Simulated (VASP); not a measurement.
SiC: elastic constants with LDA

The system is SiC.

```xyz
4
Lattice="3.0760 0.0000 0.0000 -1.5380 2.6639 0.0000 0.0000 0.0000 5.0480" Properties=species:S:1:pos:R:3 pbc="T T T"
Si    1.5380    0.8880    2.5240
Si    0.0000    1.7759    0.0000
C     1.5380    0.8880    4.4675
C     0.0000    1.7759    1.9435
```

```json
{"Program": "VASP 6.6.1", "Task": "elastic constants", "Functional": "LDA", "Potentials or basis": "VASP PAW LDA potentials, release 64 (Si, C)", "Cutoff": "600 eV", "k mesh": "7 × 7 × 4", "Occupations": "gaussian, width 0.01 eV", "Spin": "no spin polarisation", "Dipole correction": "no", "Ions in elastic constants": "relaxed", "Further INCAR settings": "ALGO = Normal; EDIFF = 1e-08; IBRION = 6; POTIM = 0.015; NSW = 1; ISIF = 3"}
```

```
Voigt bulk modulus                                      : 217 GPa
Highest phonon frequency at Γ, LO-TO splitting left out : 819 cm⁻¹
```

Phonon frequencies in cm⁻¹ (negative: imaginary):
| q point | frequencies |
| --- | --- |
| (0.000, 0.000, 0.000) | 0 0 0 262 262 551 678 783 786 786 819 819 |

Elastic tensor in Voigt notation (GPa, in the Cartesian axes of the cell as first typed):
```
514 112  53   0   0   0
112 514  53   0   0   0
 53  53 490   0   0   0
  0   0   0 156   0   0
  0   0   0   0 156   0
  0   0   0   0   0 201
```

Clamped-ion elastic tensor (GPa):
```
568  85  37   0   0   0
 85 568  37   0   0   0
 37  37 509   0   0   0
  0   0   0 167   0   0
  0   0   0   0 167   0
  0   0   0   0   0 241
```

Wall time 13 min on 1 thread of Intel Xeon 8259CL, with other jobs on the host, peak memory 0.25 GiB.

Caveat: the cell is under stress, which shifts elastic constants.
